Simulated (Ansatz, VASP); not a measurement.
KF in VASP and in Ansatz

```xyz
2
Lattice="0.0000 2.6590 2.7831 2.6590 0.0000 2.7831 2.6590 2.6590 0.0000" Properties=species:S:1:pos:R:3 pbc="T T T"
K     0.0000    0.0000    0.0000
F     2.6590    2.6590    2.7831
```

Change from the starting cell: uniaxial_z strain +4.7%.

Alike in both runs: task single point; functional r2SCAN; k mesh 8 × 8 × 8; no spin polarisation.

```csv
,VASP,Ansatz
version,VASP 6.6.1,Ansatz 0.2.0
potentials or method,"VASP PAW PBE potentials, release 64 (K_sv, F)","plane waves, PAW"
plane-wave cutoff (eV),660,500
occupations,"gaussian, width 0.01 eV",fixed
valence electrons in the cell,16,16
```

```tsv
	VASP	Ansatz	Ansatz less VASP
gap on the k mesh at the Fermi level (eV)	6.64	6.64	-0.003
pressure (GPa)	-1.3	-1.3	+0.08
traceless stress, the component that is largest in VASP (GPa)	-1.39	-1.34	+0.051
```

VASP's potentials were made for PBE, not for r2SCAN.
